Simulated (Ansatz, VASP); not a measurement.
# One calculation of AlN, two programs

File INCAR:

```
SYSTEM = AlN
ALGO = Normal ; EDIFF = 1E-6
ENCUT = 520 ; ISIF = 2
ISMEAR = 0 ; LASPH = .True.
LCHARG = .False. ; LREAL = .False.
LWAVE = .False. ; NBANDS = 16
NELM = 100 ; PREC = Accurate
SIGMA = 0.05
```

Contents of KPOINTS:

```
k-points
0
Gamma
  9 9 6
  0 0 0
```

Contents of POSCAR:

```
AlN
1.0
    3.0115238416      0.0000000000      0.0000000000
   -1.5057619208      2.6080561509      0.0000000000
    0.0000000000      0.0000000000      4.8201746025
Al N
2 2
Direct
    0.3269032571      0.6538065141      0.0015212672
    0.6730967429      0.3461934859      0.5015212672
    0.3390710977      0.6781421955      0.3834787328
    0.6609289023      0.3218578045      0.8834787328
```

Input for Ansatz:

```yaml
crystal:
  lattice:
    - [3.0115238416, 0.0, 0.0]
    - [-1.5057619208, 2.6080561509, 0.0]
    - [0.0, 0.0, 4.8201746025]
  atoms:
    - { symbol: Al, position: [0.3269032571, 0.6538065141, 0.0015212672] }
    - { symbol: Al, position: [0.6730967429, 0.3461934859, 0.5015212672] }
    - { symbol: "N", position: [0.3390710977, 0.6781421955, 0.3834787328] }
    - { symbol: "N", position: [0.6609289023, 0.3218578045, 0.8834787328] }
basis:
  ecutwfc: 520.0
kpoints:
  mp_grid: { grid: [9, 9, 6] }
hamiltonian:
  xc: lda
scf:
  occupations: { method: gaussian, width: 0.05 }
output:
  forces: true
  stress: true
  eigenvalues: true
```

Change from the starting cell: mode 5 frozen in at -0.034 Å, equal normal strain along x, y and z -0.0250.

Alike in both runs: task single point; functional LDA; k mesh 9 × 9 × 6; occupations gaussian, width 0.05 eV; no spin polarisation.

```csv
,VASP,Ansatz
version,VASP 6.6.1,Ansatz 0.2.0
potentials or method,"VASP PAW LDA potentials, release 64 (Al, N), cutoff 520 eV","scalar-relativistic, plane waves, PAW"
valence electrons in the cell,16,16
```

```tsv
	VASP	Ansatz	Ansatz less VASP
gap on the k mesh at the Fermi level (eV)	4.91	4.93	+0.025
least direct gap on the mesh (eV)	5.10	5.10	-0.007
pressure (GPa)	19.4	18.5	-0.91
traceless stress, the component that is largest in VASP (GPa)	-0.92	-0.87	+0.045
rms of the force components (eV/Å)	0.085	0.085	+0.0001
```

LDA's correlation is that of Perdew and Zunger in VASP and of Perdew and Wang (1992) in Ansatz. Atom by atom the forces differ by 0.001 eV/Å (rms over components).
